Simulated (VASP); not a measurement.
# Ga3Se (P-31m) in VASP: further runs

Ga3Se is run at these levels: PBE; tasks: single point, relaxation of cell and atoms.

Program: VASP 6.6.1. These are calculated values, not measurements. Logs are shortened: lines on timing, memory, paths and dates and some standing lists are left out, and cuts for length are marked.

### 1 The cell of the first run

The structure is trigonal, space group P-31m (No. 162). The conventional cell has a = 5.781 Å, b = 5.781 Å, c = 5.980 Å, α = 90.00°, β = 90.00°, γ = 120.00°. Within 3.0 Å of Ga (site symmetry m) lie 2 Se at 2.29 Å. Within 3.0 Å of Se (site symmetry 32) lie 6 Ga at 2.29 Å.

The cell was generated, and may not be a known phase.

### 2 Single point, PBE

The input, INCAR:

```
SYSTEM = Ga3Se
PREC = Accurate
ENCUT = 520
EDIFF = 1E-7
ISMEAR = 0
SIGMA = 0.1
LREAL = .False.
LASPH = .True.
NELM = 60
ALGO = Normal
ISIF = 2
LWAVE = .False.
LCHARG = .False.
GGA = PE
NBANDS = 55
```

The input, KPOINTS:

```
Automatic mesh
0
Gamma
  3 3 4
  0 0 0
```

The input, POSCAR:

```
Ga3Se
1.0
    5.7810197700      0.0000000000      0.0000000000
   -2.8905098800      5.0065099800      0.0000000000
    0.0000000000      0.0000000000      5.9802613500
Ga Se
6 2
Direct
    0.6430399900      0.6430399900      0.7780709900
    0.3569600100      0.3569600100      0.2219290100
    0.0000000000      0.3569600100      0.7780709900
    0.3569600100      0.0000000000      0.7780709900
    0.6430399900      0.0000000000      0.2219290100
    0.0000000000      0.6430399900      0.2219290100
    0.6666666700      0.3333333300      0.0000000000
    0.3333333300      0.6666666700      0.0000000000
```

Potentials or basis: VASP PAW PBE potentials, release 64 (Ga_d, Se).

The run is started by

```sh
cat potpaw_PBE.64/Ga_d/POTCAR potpaw_PBE.64/Se/POTCAR > POTCAR
mpirun -np 1 vasp_std > vasp.out
```

OUTCAR:

```text
SYSTEM = Ga3Se
   PREC = Accurate
   ENCUT = 520
   EDIFF = 1E-7
   ISMEAR = 0
   LREAL = .False.
   LASPH = .True.
   NELM = 60
   ISIF = 2
   GGA = PE

 ion  position               nearest neighbor table
   1  0.643  0.643  0.778-   7 2.29   8 2.29
   2  0.357  0.357  0.222-   8 2.29   7 2.29
   3  0.000  0.357  0.778-   7 2.29   8 2.29
   4  0.357  0.000  0.778-   8 2.29   7 2.29
   5  0.643  0.000  0.222-   7 2.29   8 2.29
   6  0.000  0.643  0.222-   8 2.29   7 2.29
   7  0.667  0.333  0.000-   5 2.29   3 2.29   4 2.29   6 2.29   1 2.29   2 2.29
   8  0.333  0.667  0.000-   4 2.29   6 2.29   5 2.29   3 2.29   2 2.29   1 2.29

  LATTYP: Found a hexagonal cell.
 ALAT       =     5.7810197700
 C/A-ratio  =     1.0344647809

  Lattice vectors:

 A1 = (   5.7810197700,   0.0000000000,   0.0000000000)
 A2 = (  -2.8905098800,   5.0065099800,   0.0000000000)
 A3 = (   0.0000000000,   0.0000000000,   5.9802613500)

Analysis of symmetry for initial positions (statically):
=====================================================================
 Subroutine PRICEL returns:
 Original cell was already a primitive cell.

 Routine SETGRP: Setting up the symmetry group for a
 hexagonal supercell.

 Subroutine GETGRP returns: Found 12 space group operations
 (whereof 12 operations were pure point group operations)
 out of a pool of 24 trial point group operations.

The static configuration has the point symmetry D_3d.

Analysis of symmetry for dynamics (positions and initial velocities):
=====================================================================
 Subroutine PRICEL returns:
 Original cell was already a primitive cell.

 Routine SETGRP: Setting up the symmetry group for a
 hexagonal supercell.

 Subroutine GETGRP returns: Found 12 space group operations
 (whereof 12 operations were pure point group operations)
 out of a pool of 24 trial point group operations.

The dynamic configuration has the point symmetry D_3d.

 Subroutine INISYM returns: Found 12 space group operations
 (whereof 12 operations are pure point group operations),
 and found     1 'primitive' translations

----------------------------------------------------------------------------------------

                                     Primitive cell

  volume of cell :     173.0851

  direct lattice vectors                    reciprocal lattice vectors
     5.781019770  0.000000000  0.000000000     0.172979862  0.099869970  0.000000000
    -2.890509880  5.006509980  0.000000000     0.000000000  0.199739939  0.000000000
     0.000000000  0.000000000  5.980261350     0.000000000  0.000000000  0.167216772

  length of vectors
     5.781019770  5.781019767  5.980261350     0.199739939  0.199739939  0.167216772

  position of ions in fractional coordinates (direct lattice)
     0.643039990  0.643039990  0.778070990
     0.356960010  0.356960010  0.221929010
     1.000000000  0.356960010  0.778070990
     0.356960010  0.000000000  0.778070990
     0.643039990  0.000000000  0.221929010
     1.000000000  0.643039990  0.221929010
     0.666666670  0.333333330  0.000000000
     0.333333330  0.666666670  0.000000000

  ion indices of the primitive-cell ions
   primitive index   ion index
                 1           1
                 2           2
                 3           3
                 4           4
                 5           5
                 6           6
                 7           7
                 8           8

----------------------------------------------------------------------------------------

 KPOINTS: Automatic mesh

Automatic generation of k-mesh.
 Grid dimensions read from file:
 generate k-points for:    3    3    4

 Generating k-lattice:

  Cartesian coordinates                     Fractional coordinates (reciprocal lattice)
     0.057659954  0.033289990  0.000000000     0.333333333 -0.000000000  0.000000000
     0.000000000  0.066579980  0.000000000     0.000000000  0.333333333  0.000000000
     0.000000000  0.000000000  0.041804193     0.000000000  0.000000000  0.250000000

  Length of vectors
     0.066579980  0.066579980  0.041804193

  Shift w.r.t. Gamma in fractional coordinates (k-lattice)
     0.000000000  0.000000000  0.000000000

 Subroutine IBZKPT returns following result:
 ===========================================

 Found     10 irreducible k-points:

 Following reciprocal coordinates:
            Coordinates               Weight
  0.000000  0.000000  0.000000      1.000000
  0.333333  0.000000  0.000000      6.000000
  0.333333  0.333333  0.000000      2.000000
  0.000000  0.000000  0.250000      2.000000
  0.333333  0.000000  0.250000     12.000000
  0.333333  0.333333  0.250000      2.000000
 -0.333333 -0.333333  0.250000      2.000000
  0.000000  0.000000  0.500000      1.000000
  0.333333  0.000000  0.500000      6.000000
  0.333333  0.333333  0.500000      2.000000
   k-points           NKPTS =     10   k-points in BZ     NKDIM =     10   number of bands    NBANDS=     55
   number of dos      NEDOS =    301   number of ions     NIONS =      8
   total plane-waves  NPLWV = 110592
   dimension x,y,z NGX =    48 NGY =   48 NGZ =   48
   dimension x,y,z NGXF=    96 NGYF=   96 NGZF=   96
   ions per type =               6   2
   NGX,Y,Z   is equivalent  to a cutoff of  13.80, 13.80, 13.34 a.u.
   NGXF,Y,Z  is equivalent  to a cutoff of  27.61, 27.61, 26.69 a.u.
 SYSTEM =  Ga3Se
   PREC   = accura    normal or accurate (medium, high low for compatibility)
   ISTART =      0    job   : 0-new  1-cont  2-samecut
   ICHARG =      2    charge: 1-file 2-atom 10-const
   ISPIN  =      1    spin polarized calculation?
   LNONCOLLINEAR =      F non collinear calculations
   LSORBIT =      F    spin-orbit coupling
   LASPH  =      T    aspherical Exc in radial PAW
   ENCUT  =  520.0 eV  38.22 Ry    6.18 a.u.  10.75 10.75 11.12*2*pi/ulx,y,z
   NELM   =     60;   NELMIN=  2; NELMDL= -5     # of ELM steps
   EDIFF  = 0.1E-06   stopping-criterion for ELM
   LREAL  =      F    real-space projection
   EDIFFG = 0.1E-05   stopping-criterion for IOM
   NSW    =      0    number of steps for IOM
   IBRION =     -1    ionic relax: 0-MD 1-quasi-New 2-CG
   NFREE  =      0    steps in history (QN), initial steepest desc. (CG)
   ISIF   =      2    stress and relaxation
   ISYM   =      2    0-nonsym 1-usesym 2-fastsym
   POTIM  = 0.5000    time-step for ionic-motion
   TEBEG  =    0.0;   TEEND  =   0.0 temperature during run
   PSTRESS=    0.0 pullay stress
   NELECT =      90.0000    total number of electrons
   NUPDOWN=      -1.0000    fix difference up-down
   EMIN   =  10.00;   EMAX   =-10.00  energy-range for DOS
   EFERMI =   0.00;   METHOD = LEGACY
   ISMEAR =     0;   SIGMA  =   0.10  broadening in eV -4-tet -1-fermi 0-gaus
   EFERMI_NEDOS =   21; number of points for ismear=-14 and -15
   IALGO  =     38    algorithm
   IMIX   =      4    mixing-type and parameters
     AMIX     =   0.40;   BMIX     =  1.00
     AMIX_MAG =   1.60;   BMIX_MAG =  1.00
  volume/ion in A,a.u.               =      21.64       146.00
  Fermi-wavevector in a.u.,A,eV,Ry     =   1.316444  2.487719 23.579239  1.733025
  Thomas-Fermi vector in A             =   2.446556
   LORBIT       =      0    0 simple, 1 ext, 2 COOP (PROOUT), +10 PAW based schemes
   GGA     = PE    functional components
   LHFCALC =     F    Hartree Fock is set to
   AEXX    =    0.0000 exact exchange contribution
   IVDW    =     0    specifies the selected vdW correction
   LEPSILON=     F    determine dielectric tensor
   LRPA    =     F    only Hartree local field effects (RPA)
 non-spin polarized calculation
 Gauss-broadening in eV      SIGMA  =   0.10
  energy-cutoff  :      520.00
  volume of cell :      173.09
 maximum number of plane-waves:      4696
 NGX is ok and might be reduce to    48
   NGX = 21   NGY = 21   NGZ = 23

 number of electron      89.9999997 magnetization

 Free energy of the ion-electron system (eV)
  ---------------------------------------------------
  ext. energy  EPLUGINS =         0.00000000
  ---------------------------------------------------
  free energy    TOTEN  =       -15.91179981 eV

  energy without entropy =      -15.89769110  energy(sigma->0) =      -15.90474546

 E-fermi :   4.8535     XC(G=0):  -9.9289

 val. band max:        4.8413975037   @ k =   0.3333   0.0000   0.0000
 cond. band min:       4.9597957556   @ k =   0.3333   0.0000   0.5000
 fundamental gap:      0.1183982519
 Fermi energy:         4.8534880515

 k-point     1 :       0.0000    0.0000    0.0000
  band No.  band energies     occupation
      1     -13.2030      2.00000
      2     -12.3530      2.00000
      3     -10.6152      2.00000
      4     -10.6152      2.00000
      5     -10.5885      2.00000
      6     -10.5820      2.00000
[... 47 lines left out ...]
     54       8.9704      0.00000
     55       9.1921      0.00000

 k-point     2 :       0.3333    0.0000    0.0000
  band No.  band energies     occupation
      1     -13.0029      2.00000
      2     -12.5083      2.00000
      3     -10.6185      2.00000
      4     -10.6022      2.00000
      5     -10.5982      2.00000
      6     -10.5818      2.00000
[... 47 lines left out ...]
     54       9.4000      0.00000
     55       9.6657      0.00000

 k-point     3 :       0.3333    0.3333    0.0000
  band No.  band energies     occupation
      1     -12.7440      2.00000
      2     -12.7440      2.00000
      3     -10.6140      2.00000
      4     -10.6031      2.00000
      5     -10.6031      2.00000
      6     -10.5740      2.00000
[... 47 lines left out ...]
     54       8.9455      0.00000
     55       9.8114      0.00000

 k-point     4 :       0.0000    0.0000    0.2500
  band No.  band energies     occupation
      1     -13.1977      2.00000
      2     -12.3527      2.00000
      3     -10.6175      2.00000
      4     -10.6175      2.00000
      5     -10.5907      2.00000
      6     -10.5873      2.00000
[... 47 lines left out ...]
     54       8.6992      0.00000
     55       9.2511      0.00000

 k-point     5 :       0.3333    0.0000    0.2500
  band No.  band energies     occupation
      1     -12.9996      2.00000
      2     -12.5082      2.00000
      3     -10.6197      2.00000
      4     -10.6048      2.00000
      5     -10.5964      2.00000
      6     -10.5842      2.00000
[... 47 lines left out ...]
     54       8.9163      0.00000
     55       9.7676      0.00000

 k-point     6 :       0.3333    0.3333    0.2500
  band No.  band energies     occupation
      1     -12.7438      2.00000
      2     -12.7438      2.00000
      3     -10.6101      2.00000
      4     -10.6043      2.00000
      5     -10.6043      2.00000
      6     -10.5719      2.00000
[... 47 lines left out ...]
     54       9.2822      0.00000
     55       9.9954      0.00000

 k-point     7 :      -0.3333   -0.3333    0.2500
  band No.  band energies     occupation
      1     -12.7420      2.00000
      2     -12.7420      2.00000
      3     -10.6144      2.00000
      4     -10.6067      2.00000
      5     -10.6067      2.00000
      6     -10.5734      2.00000
[... 47 lines left out ...]
     54       8.7611      0.00000
     55       9.7367      0.00000

 k-point     8 :       0.0000    0.0000    0.5000
  band No.  band energies     occupation
      1     -13.1924      2.00000
      2     -12.3524      2.00000
      3     -10.6196      2.00000
      4     -10.6196      2.00000
      5     -10.5929      2.00000
      6     -10.5923      2.00000
[... 47 lines left out ...]
     54       9.1728      0.00000
     55       9.1771      0.00000

 k-point     9 :       0.3333    0.0000    0.5000
  band No.  band energies     occupation
      1     -12.9962      2.00000
      2     -12.5082      2.00000
      3     -10.6206      2.00000
      4     -10.6075      2.00000
      5     -10.5943      2.00000
      6     -10.5869      2.00000
[... 47 lines left out ...]
     54       8.8563      0.00000
     55       9.8614      0.00000

 k-point    10 :       0.3333    0.3333    0.5000
  band No.  band energies     occupation
      1     -12.7418      2.00000
      2     -12.7418      2.00000
      3     -10.6106      2.00000
      4     -10.6076      2.00000
      5     -10.6076      2.00000
      6     -10.5717      2.00000
[... 47 lines left out ...]
     54       8.5311      0.00000
     55       9.6368      0.00000

------------------------ aborting loop because EDIFF is reached ----------------------------------------

  FORCE on cell =-STRESS in cart. coord.  units (eV):
  Direction    XX          YY          ZZ          XY          YZ          ZX
  --------------------------------------------------------------------------------------
  -------------------------------------------------------------------------------------
  Total       30.4474899     30.4474899     32.4954002      0.0000000      0.0000000      0.0000000
  in kB      281.8398328    281.8398328    300.7964924      0.0000003      0.0000000      0.0000000
  external PRESSURE =     288.1587193 kB  Pullay stress =       0.0000000 kB

 VOLUME and BASIS-vectors are now :
 -----------------------------------------------------------------------------
  energy-cutoff  :      520.00
  volume of cell :      173.09
      direct lattice vectors                 reciprocal lattice vectors
     5.781019770  0.000000000  0.000000000     0.172979862  0.099869970  0.000000000
    -2.890509880  5.006509980  0.000000000     0.000000000  0.199739939  0.000000000
     0.000000000  0.000000000  5.980261350     0.000000000  0.000000000  0.167216772

 POSITION                                       TOTAL-FORCE (eV/Angst)
 -----------------------------------------------------------------------------------
      1.85871      3.21939      4.65307         1.437357      2.489576     -4.476073
      1.03180      1.78712      1.32719        -1.437357     -2.489576      4.476073
     -1.03180      1.78712      4.65307         1.437357     -2.489576     -4.476073
      2.06359      0.00000      4.65307        -2.874715     -0.000000     -4.476073
      3.71743      0.00000      1.32719         2.874715      0.000000      4.476073
     -1.85871      3.21939      1.32719        -1.437357      2.489576      4.476073
      2.89051      1.66884      0.00000         0.000000      0.000000     -0.000000
     -0.00000      3.33767      0.00000         0.000000     -0.000000      0.000000
 -----------------------------------------------------------------------------------
    total drift:                                0.000000     -0.000000      0.000000

  FREE ENERGIE OF THE ION-ELECTRON SYSTEM (eV)
  ---------------------------------------------------
  free  energy   TOTEN  =       -15.9117998084 eV

  energy  without entropy=      -15.8976911049  energy(sigma->0) =      -15.90474546
```

Wall time 91 s (1 thread of Intel Xeon Platinum 8488C (Sapphire Rapids), shared host); peak memory 0.34 GiB.

Results:

* Free energy: -15.9118 eV
* Pressure: 28.8 GPa
* Largest force: 5.320 eV/Å
* Band gap on the k mesh: zero (bands 45 and 46 overlap by 0.13 eV)

Forces on the atoms (eV/Å):
```
Ga   1.437  2.490 -4.476
Ga  -1.437 -2.490  4.476
Ga   1.437 -2.490 -4.476
Ga  -2.875  0.000 -4.476
Ga   2.875  0.000  4.476
Ga  -1.437  2.490  4.476
Se   0.000  0.000  0.000
Se   0.000  0.000  0.000
```

Levels at points of the mesh, in eV from the Fermi level:
```
           k point  band 43  band 44  band 45  band 46  band 47  band 48
(0.00, 0.00, 0.00)    -1.07    -1.07    -0.45     0.63     0.63     0.83
(0.00, 0.00, 0.50)    -1.74    -1.74    -0.68     1.20     1.34     1.34
```

Caveat: the k points lie up to 0.42 Å⁻¹ apart; forces of over 1 eV/Å act on the atoms, so gaps and moduli don't describe the material at rest.

### 3 Single point, PBE

This run uses another cell than the first one, of 22.47 Å³/atom.

The input, INCAR:

```
SYSTEM = Ga3Se
PREC = Accurate ; ENCUT = 520
EDIFF = 1E-7 ; ISMEAR = 0
SIGMA = 0.1 ; LREAL = .FALSE.
LASPH = .TRUE. ; NELM = 100
ALGO = Normal ; ISIF = 2
LWAVE = .FALSE. ; LCHARG = .FALSE.
GGA = PE ; NBANDS = 55
```

The input, KPOINTS:

```
regular mesh
0
G
  3 3 4
  0 0 0
```

The input, POSCAR:

```
Ga3Se
1.0
    6.1581793202     -0.0000000031      0.0000000000
   -3.0790896574      5.3331397339      0.0000000000
    0.0000000000      0.0000000000      5.4731203605
Ga Se
6 2
Direct
    0.6876103772      0.6876103772      0.6793451077
    0.3123896228      0.3123896228      0.3206548923
    0.0000000000      0.3123896228      0.6793451077
    0.3123896228      0.0000000000      0.6793451077
    0.6876103772      0.0000000000      0.3206548923
    0.0000000000      0.6876103772      0.3206548923
    0.6666666667      0.3333333333      0.0000000000
    0.3333333333      0.6666666667      0.0000000000
```

Potentials or basis: VASP PAW PBE potentials, release 64 (Ga_d, Se).

The run is started by

```sh
cat potpaw_PBE.64/Ga_d/POTCAR potpaw_PBE.64/Se/POTCAR > POTCAR
mpirun -np 1 vasp_std > vasp.out
```

It took 94 s on 1 thread of Intel Xeon Platinum 8488C (Sapphire Rapids), shared host; peak memory 0.33 GiB.

Results (log left out):

```
Free energy            : -24.6620 eV
Pressure               : 0.0 GPa
Largest force          : 0.033 eV/Å
Band gap on the k mesh : zero (bands 45 and 46 overlap by 0.12 eV)
```

Forces on the atoms (eV/Å):
```
Ga  -0.006 -0.011  0.031
Ga   0.006  0.011 -0.031
Ga  -0.006  0.011  0.031
Ga   0.013  0.000  0.031
Ga  -0.013  0.000 -0.031
Ga   0.006 -0.011 -0.031
Se   0.000  0.000  0.000
Se   0.000  0.000  0.000
```

Levels at points of the mesh, in eV from the Fermi level:
```tsv
k point	band 42	band 43	band 44	band 45	band 46	band 47	band 48	band 49
(0.00, 0.00, 0.00)	-1.46	-1.40	-1.40	-0.21	-0.12	0.23	0.23	0.39
(0.00, 0.00, 0.50)	-3.68	-2.99	-2.99	-0.21	1.93	1.93	2.04	2.89
```

Caveat: the k points lie up to 0.39 Å⁻¹ apart.

(Part 1 of 2 ends here.)

The gap in the log of VASP goes by the Fermi energy; the results here count the filled bands.